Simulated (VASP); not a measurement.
Set up this calculation in VASP 6.6.1, as the native input.

```
Task                               : single point
Functional                         : HF
Potentials or basis                : VASP PAW PBE potentials, release 64 (Te, Cd)
Cutoff                             : 520 eV
k mesh                             : 4 × 4 × 4
Occupations                        : fermi-dirac, width 0.05 eV
Spin                               : no spin polarisation
Dipole correction                  : no
Grid for exact exchange (PRECFOCK) : Normal
Further INCAR settings             : ALGO = Normal; EDIFF = 1e-06; NBANDS = 16
Share of exact exchange            : 1
```

Crystal: CdTe.

```
CELL_PARAMETERS angstrom
0.00000 3.22623 3.22623
3.22623 0.00000 3.22623
3.22623 3.22623 0.00000
ATOMIC_POSITIONS crystal
Te 0.75000 0.75000 0.75000
Cd 0.00000 0.00000 0.00000
```

The input as run:

POSCAR

```
CdTe
1.0
    0.0000000000      3.2262257841      3.2262257841
    3.2262257841      0.0000000000      3.2262257841
    3.2262257841      3.2262257841      0.0000000000
Te Cd
1 1
Direct
    0.7500000000      0.7500000000      0.7500000000
    0.0000000000      0.0000000000      0.0000000000
```

INCAR.step1

```
SYSTEM = CdTe
  PREC = Accurate
  ENCUT = 520
  EDIFF = 1E-5
  ISMEAR = -1
  SIGMA = 0.05
  LREAL = .False.
  LASPH = .True.
  NELM = 60
  ALGO = Normal
  ISIF = 2
  LWAVE = .True.
  LCHARG = .False.
  NBANDS = 16
  GGA = PE
```

INCAR.step2

```
SYSTEM = CdTe
  PREC = Accurate
  ENCUT = 520
  EDIFF = 1E-6
  ISMEAR = -1
  SIGMA = 0.05
  LREAL = .False.
  LASPH = .True.
  NELM = 60
  ALGO = Normal
  ISIF = 2
  LWAVE = .False.
  LCHARG = .False.
  GGA = PE
  LHFCALC = .True.
  AEXX = 1.0
  ALDAC = 0.0
  AGGAC = 0.0
  PRECFOCK = Normal
  NBANDS = 16
  ISTART = 1
```

KPOINTS

```
regular mesh
0
Gamma
  4 4 4
  0 0 0
```

Potentials or basis: VASP PAW PBE potentials, release 64 (Te, Cd).

Run with:

```sh
$ cat potpaw_PBE.64/Te/POTCAR potpaw_PBE.64/Cd/POTCAR > POTCAR
$ cp INCAR.step1 INCAR
$ mpirun -np 1 vasp_std > vasp.out
$ cp INCAR.step2 INCAR
$ mpirun -np 1 vasp_std > vasp.out
```

Results of the run:

The pressure is 4.9 GPa. The band gap on the k mesh is 6.77 eV.

Caveat: the k points lie up to 0.42 Å⁻¹ apart; the PAW data sets were made with another functional, which shifts forces and pressure a little; spin-orbit coupling is left out, which moves the levels of the heavy elements.

It took 21 min on 1 thread of Intel(R) Xeon(R) Platinum 8375C CPU @ 2.90GHz (Ice Lake) (shared host), peak memory 0.22 GiB.
